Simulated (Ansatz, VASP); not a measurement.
# One calculation of VN2, two programs

The input INCAR:

```
PREC = Accurate
ENCUT = 520
EDIFF = 1E-7
ISMEAR = 0
SIGMA = 0.1
LREAL = F
LASPH = T
NELM = 80
ALGO = Normal
ISIF = 2
LWAVE = F
LCHARG = F
GGA = PS
NBANDS = 32
```

The input KPOINTS:

```
Automatic mesh
0
Gamma
  16 16 16
```

Contents of POSCAR:

```
VN2
1.0
   -2.1507500000      2.1507500000      2.4913500000
    2.1507500000     -2.1507500000      2.4913500000
    2.1507500000      2.1507500000     -2.4913500000
V N
2 4
Direct
    0.2500000000      0.2500000000      0.0000000000
    0.7500000000      0.7500000000      0.0000000000
    0.1151000000      0.6151000000      0.7302000000
    0.6151000000      0.8849000000      0.5000000000
    0.8849000000      0.3849000000      0.2698000000
    0.3849000000      0.1151000000      0.5000000000
```

Input for Ansatz:

```yaml
crystal:
  lattice:
    - [-2.15075, 2.15075, 2.49135]
    - [2.15075, -2.15075, 2.49135]
    - [2.15075, 2.15075, -2.49135]
  atoms:
    - { symbol: V, position: [0.25, 0.25, 0.0] }
    - { symbol: V, position: [0.75, 0.75, 0.0] }
    - { symbol: "N", position: [0.1151, 0.6151, 0.7302] }
    - { symbol: "N", position: [0.6151, 0.8849, 0.5] }
    - { symbol: "N", position: [0.8849, 0.3849, 0.2698] }
    - { symbol: "N", position: [0.3849, 0.1151, 0.5] }
basis:
  ecutwfc: 420
kpoints:
  mp_grid: { grid: [16, 16, 16] }
hamiltonian:
  xc: pbesol
scf:
  occupations: { method: gaussian, width: 0.1 }
output:
  forces: true
  stress: true
  eigenvalues: true
```

Alike in both runs: task single point; functional PBEsol; k mesh 16 × 16 × 16; occupations gaussian, width 0.1 eV; no spin polarisation.

|  | VASP | Ansatz |
| --- | --- | --- |
| version | VASP 6.6.1 | Ansatz 0.2.0 |
| potentials or method | VASP PAW PBE potentials, release 64 (V_sv, N), cutoff 520 eV | scalar-relativistic, plane waves, PAW |
| valence electrons in the cell | 46 | 46 |

|  | VASP | Ansatz | Ansatz less VASP |
| --- | --- | --- | --- |
| gap on the k mesh at the Fermi level (eV) | none | none | - |
| pressure (GPa) | -10.9 | -11.6 | -0.73 |
| traceless stress, the component that is largest in VASP (GPa) | -0.55 | -0.26 | +0.281 |
| rms of the force components (eV/Å) | 0.179 | 0.217 | +0.0380 |

VASP's potentials were made for PBE, not for PBEsol. Atom by atom the forces differ by 0.038 eV/Å (rms over components). A gap of «none» marks a metal or a gap that the smearing closes. The functional is the same, so the differences come from potentials, cutoffs and numerics.
